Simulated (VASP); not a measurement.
# Na (Pm-3m) in VASP: a series of runs

The runs below take Na through single point, with PBEsol.

All numbers are computed with VASP 6.6.1; they aren't measurements. Logs are shortened: lines on timing, memory, paths and dates and some standing lists are left out, and cuts for length are marked.

**1. The cell of the first run**

The structure is cubic, space group Pm-3m (No. 221). Conventional cell: a = 2.563 Å, b = 2.563 Å, c = 2.563 Å, α = 90.00°, β = 90.00°, γ = 90.00°. Within 3.4 Å of Na (site symmetry m-3m) lie 6 Na at 2.56 Å.

This isn't the form of Na at room conditions, which is bcc.

**2. Single point, PBEsol (16.83 Å³/atom)**

The input, INCAR:

```
SYSTEM = Na
PREC = Accurate ; ENCUT = 520
EDIFF = 1E-6 ; ISMEAR = -1
SIGMA = 0.08 ; LREAL = .FALSE.
LASPH = .TRUE. ; NELM = 80
ALGO = Normal ; ISIF = 2
LWAVE = .FALSE. ; LCHARG = .FALSE.
GGA = PS ; NBANDS = 10
```

The input, KPOINTS:

```
Automatic mesh
0
G
  12 12 12
  0 0 0
```

The input, POSCAR:

```
Na
1.0
    2.5627924647      0.0000000000      0.0000000000
    0.0000000000      2.5627924647      0.0000000000
    0.0000000000      0.0000000000      2.5627924647
Na
1
Direct
    0.0000000000      0.0000000000      0.0000000000
```

Potentials or basis: VASP PAW PBE potentials, release 64 (Na_pv).

The run is started by

```
$ cat potpaw_PBE.64/Na_pv/POTCAR > POTCAR
$ mpirun -np 1 vasp_std > vasp.out
```

OUTCAR:

```text
SYSTEM = Na
   PREC = Accurate
   ENCUT = 520
   EDIFF = 1E-6
   ISMEAR = -1
   LREAL = .FALSE.
   LASPH = .TRUE.
   NELM = 80
   ISIF = 2
   GGA = PS

 ion  position               nearest neighbor table
   1  0.000  0.000  0.000-

  LATTYP: Found a simple cubic cell.
 ALAT       =     2.5627924647

  Lattice vectors:

 A1 = (   2.5627924647,   0.0000000000,   0.0000000000)
 A2 = (   0.0000000000,   2.5627924647,   0.0000000000)
 A3 = (   0.0000000000,   0.0000000000,   2.5627924647)

Analysis of symmetry for initial positions (statically):
=====================================================================
 Subroutine PRICEL returns:
 Original cell was already a primitive cell.

 Routine SETGRP: Setting up the symmetry group for a
 simple cubic supercell.

 Subroutine GETGRP returns: Found 48 space group operations
 (whereof 48 operations were pure point group operations)
 out of a pool of 48 trial point group operations.

The static configuration has the point symmetry O_h .

Analysis of symmetry for dynamics (positions and initial velocities):
=====================================================================
 Subroutine PRICEL returns:
 Original cell was already a primitive cell.

 Routine SETGRP: Setting up the symmetry group for a
 simple cubic supercell.

 Subroutine GETGRP returns: Found 48 space group operations
 (whereof 48 operations were pure point group operations)
 out of a pool of 48 trial point group operations.

The dynamic configuration has the point symmetry O_h .

 Subroutine INISYM returns: Found 48 space group operations
 (whereof 48 operations are pure point group operations),
 and found     1 'primitive' translations

----------------------------------------------------------------------------------------

                                     Primitive cell

  volume of cell :      16.8322

  direct lattice vectors                    reciprocal lattice vectors
     2.562792465  0.000000000  0.000000000     0.390199368  0.000000000  0.000000000
     0.000000000  2.562792465  0.000000000     0.000000000  0.390199368  0.000000000
     0.000000000  0.000000000  2.562792465     0.000000000  0.000000000  0.390199368

  length of vectors
     2.562792465  2.562792465  2.562792465     0.390199368  0.390199368  0.390199368

  position of ions in fractional coordinates (direct lattice)
     0.000000000  0.000000000  0.000000000

  ion indices of the primitive-cell ions
   primitive index   ion index
                 1           1

----------------------------------------------------------------------------------------

 KPOINTS: Automatic mesh

Automatic generation of k-mesh.
 Grid dimensions read from file:
 generate k-points for:   12   12   12

 Generating k-lattice:

  Cartesian coordinates                     Fractional coordinates (reciprocal lattice)
     0.032516614  0.000000000  0.000000000     0.083333333  0.000000000  0.000000000
     0.000000000  0.032516614  0.000000000     0.000000000  0.083333333  0.000000000
     0.000000000  0.000000000  0.032516614     0.000000000  0.000000000  0.083333333

  Length of vectors
     0.032516614  0.032516614  0.032516614

  Shift w.r.t. Gamma in fractional coordinates (k-lattice)
     0.000000000  0.000000000  0.000000000

 Subroutine IBZKPT returns following result:
 ===========================================

 Found     84 irreducible k-points:

 Following reciprocal coordinates:
            Coordinates               Weight
  0.000000  0.000000  0.000000      1.000000
  0.083333  0.000000  0.000000      6.000000
  0.166667  0.000000  0.000000      6.000000
  0.250000  0.000000  0.000000      6.000000
  0.333333  0.000000  0.000000      6.000000
  0.416667  0.000000  0.000000      6.000000
[... 16 lines left out ...]
  0.333333  0.333333  0.000000     12.000000
  0.416667  0.333333  0.000000     24.000000
 [... further k-points ...]
   k-points           NKPTS =     84   k-points in BZ     NKDIM =     84   number of bands    NBANDS=     10
   number of dos      NEDOS =    301   number of ions     NIONS =      1
   total plane-waves  NPLWV =   8000
   dimension x,y,z NGX =    20 NGY =   20 NGZ =   20
   dimension x,y,z NGXF=    40 NGYF=   40 NGZF=   40
   ions per type =               1
   NGX,Y,Z   is equivalent  to a cutoff of  12.97, 12.97, 12.97 a.u.
   NGXF,Y,Z  is equivalent  to a cutoff of  25.95, 25.95, 25.95 a.u.
 SYSTEM =  Na
   PREC   = accura    normal or accurate (medium, high low for compatibility)
   ISTART =      0    job   : 0-new  1-cont  2-samecut
   ICHARG =      2    charge: 1-file 2-atom 10-const
   ISPIN  =      1    spin polarized calculation?
   LNONCOLLINEAR =      F non collinear calculations
   LSORBIT =      F    spin-orbit coupling
   LASPH  =      T    aspherical Exc in radial PAW
   ENCUT  =  520.0 eV  38.22 Ry    6.18 a.u.   4.77  4.77  4.77*2*pi/ulx,y,z
   NELM   =     80;   NELMIN=  2; NELMDL= -5     # of ELM steps
   EDIFF  = 0.1E-05   stopping-criterion for ELM
   LREAL  =      F    real-space projection
   EDIFFG = 0.1E-04   stopping-criterion for IOM
   NSW    =      0    number of steps for IOM
   IBRION =     -1    ionic relax: 0-MD 1-quasi-New 2-CG
   NFREE  =      0    steps in history (QN), initial steepest desc. (CG)
   ISIF   =      2    stress and relaxation
   ISYM   =      2    0-nonsym 1-usesym 2-fastsym
   POTIM  = 0.5000    time-step for ionic-motion
   TEBEG  =    0.0;   TEEND  =   0.0 temperature during run
   PSTRESS=    0.0 pullay stress
   NELECT =       7.0000    total number of electrons
   NUPDOWN=      -1.0000    fix difference up-down
   EMIN   =  10.00;   EMAX   =-10.00  energy-range for DOS
   EFERMI =   0.00;   METHOD = LEGACY
   ISMEAR =    -1;   SIGMA  =   0.08  broadening in eV -4-tet -1-fermi 0-gaus
   EFERMI_NEDOS =   21; number of points for ismear=-14 and -15
   IALGO  =     38    algorithm
   IMIX   =      4    mixing-type and parameters
     AMIX     =   0.40;   BMIX     =  1.00
     AMIX_MAG =   1.60;   BMIX_MAG =  1.00
  volume/ion in A,a.u.               =      16.83       113.59
  Fermi-wavevector in a.u.,A,eV,Ry     =   1.221971  2.309190 20.316383  1.493212
  Thomas-Fermi vector in A             =   2.357134
   LORBIT       =      0    0 simple, 1 ext, 2 COOP (PROOUT), +10 PAW based schemes
   GGA     = PS    functional components
   LHFCALC =     F    Hartree Fock is set to
   AEXX    =    0.0000 exact exchange contribution
   IVDW    =     0    specifies the selected vdW correction
   LEPSILON=     F    determine dielectric tensor
   LRPA    =     F    only Hartree local field effects (RPA)
 non-spin polarized calculation
  energy-cutoff  :      520.00
  volume of cell :       16.83
 maximum number of plane-waves:       468
 NGX is ok and might be reduce to    20
   NGX =  9   NGY =  9   NGZ =  9

 number of electron       7.0000010 magnetization

 Free energy of the ion-electron system (eV)
  ---------------------------------------------------
  ext. energy  EPLUGINS =         0.00000000
  ---------------------------------------------------
  free energy    TOTEN  =        -0.39798981 eV

  energy without entropy =       -0.38885948  energy(sigma->0) =       -0.39342464

 E-fermi :   3.8757     XC(G=0):  -9.0584

 val. band max:        3.8655984823   @ k =   0.5000   0.0833   0.0833
 cond. band min:       3.9354933246   @ k =   0.4167   0.2500   0.0833
 fundamental gap:      0.0698948423
 Fermi energy:         3.8756529712

 k-point     1 :       0.0000    0.0000    0.0000
  band No.  band energies     occupation
      1     -21.2668      2.00000
      2     -21.2668      2.00000
      3     -21.2668      2.00000
      4      -1.4425      2.00000
      5      16.2575      0.00000
      6      16.2575      0.00000
      7      20.8288      0.00000
      8      20.8288      0.00000
      9      20.8288      0.00000
     10      27.1063      0.00000

 k-point     2 :       0.0833    0.0000    0.0000
  band No.  band energies     occupation
      1     -21.3078      2.00000
      2     -21.2633      2.00000
      3     -21.2633      2.00000
      4      -1.2682      2.00000
      5      15.1715      0.00000
      6      16.4071      0.00000
      7      20.9095      0.00000
      8      20.9095      0.00000
      9      21.5063      0.00000
     10      27.8932      0.00000

 k-point     3 :       0.1667    0.0000    0.0000
  band No.  band energies     occupation
      1     -21.4188      2.00000
      2     -21.2538      2.00000
      3     -21.2538      2.00000
      4      -0.7531      2.00000
      5      13.0271      0.00000
      6      16.8528      0.00000
      7      21.1471      0.00000
      8      21.1471      0.00000
      9      22.6451      0.00000
     10      29.9997      0.00000

 k-point     4 :       0.2500    0.0000    0.0000
  band No.  band energies     occupation
      1     -21.5677      2.00000
      2     -21.2408      2.00000
      3     -21.2408      2.00000
      4       0.0810      2.00000
      5      10.7035      0.00000
      6      17.5819      0.00000
      7      21.5252      0.00000
      8      21.5252      0.00000
      9      23.8081      0.00000
     10      29.7103      0.00000
[... 222 lines left out ...]
 k-point    22 :       0.5000    0.2500    0.0000
  band No.  band energies     occupation
      1     -21.8001      2.00000
      2     -21.4831      2.00000
      3     -21.1911      2.00000
      4       4.7094      0.00006
      5       6.6024      0.00000
      6      14.6559      0.00000
      7      16.9693      0.00000
      8      23.9998      0.00000
      9      26.6565      0.00000
     10      27.1120      0.00000

 k-point    23 :       0.3333    0.3333    0.0000
  band No.  band energies     occupation
      1     -21.6534      2.00000
      2     -21.6248      2.00000
      3     -21.1915      2.00000
      4       3.5464      1.96790
      5      10.2963      0.00000
      6      11.0525      0.00000
      7      17.6054      0.00000
      8      23.7700      0.00000
      9      25.4786      0.00000
     10      27.9881      0.00000

 k-point    24 :       0.4167    0.3333    0.0000
  band No.  band energies     occupation
      1     -21.7369      2.00000
      2     -21.6202      2.00000
      3     -21.1826      2.00000
      4       4.7238      0.00005
      5       8.7080      0.00000
      6      11.7293      0.00000
      7      15.9907      0.00000
      8      24.5507      0.00000
      9      26.6620      0.00000
     10      27.3306      0.00000

 [... further k-points ...]

------------------------ aborting loop because EDIFF is reached ----------------------------------------

  FORCE on cell =-STRESS in cart. coord.  units (eV):
  Direction    XX          YY          ZZ          XY          YZ          ZX
  --------------------------------------------------------------------------------------
  -------------------------------------------------------------------------------------
  Total        2.6398844      2.6398844      2.6398844      0.0000000     -0.0000000      0.0000000
  in kB      251.2784091    251.2784091    251.2784091      0.0000000     -0.0000000      0.0000000
  external PRESSURE =     251.2784091 kB  Pullay stress =       0.0000000 kB

 VOLUME and BASIS-vectors are now :
 -----------------------------------------------------------------------------
  energy-cutoff  :      520.00
  volume of cell :       16.83
      direct lattice vectors                 reciprocal lattice vectors
     2.562792465  0.000000000  0.000000000     0.390199368  0.000000000  0.000000000
     0.000000000  2.562792465  0.000000000     0.000000000  0.390199368  0.000000000
     0.000000000  0.000000000  2.562792465     0.000000000  0.000000000  0.390199368

 POSITION                                       TOTAL-FORCE (eV/Angst)
 -----------------------------------------------------------------------------------
      0.00000      0.00000      0.00000         0.000000      0.000000      0.000000
 -----------------------------------------------------------------------------------
    total drift:                                0.000000      0.000000      0.000000

  FREE ENERGIE OF THE ION-ELECTRON SYSTEM (eV)
  ---------------------------------------------------
  free  energy   TOTEN  =        -0.3979898053 eV

  energy  without entropy=       -0.3888594783  energy(sigma->0) =       -0.39342464
```

Wall time 4.8 s (1 thread of Intel Xeon Platinum 8559C (Emerald Rapids), shared host); peak memory 0.12 GiB.

What came out:

```
Free energy            : -0.3980 eV
Pressure               : 25.1 GPa
Band gap on the k mesh : zero (an odd number of electrons rules out a gap without spin polarisation)
```

Levels at points of the mesh, in eV from the Fermi level:
```csv
k point,band 1,band 2,band 3,band 4,band 5,band 6
"(0.00, 0.00, 0.00)",-25.14,-25.14,-25.14,-5.32,12.38,12.38
"(0.50, 0.00, 0.00)",-25.73,-25.09,-25.09,-0.25,1.25,16.38
"(0.50, 0.50, 0.00)",-25.62,-25.62,-25.04,3.41,5.53,5.53
"(0.50, 0.50, 0.50)",-25.53,-25.53,-25.53,8.14,8.14,8.14
```

Caveat: the cell stands under pressure; the PAW data sets were made with another functional, which shifts forces and pressure a little.

[end of part 1 of 2]

The gap in the log of VASP goes by the Fermi energy; the results here count the filled bands.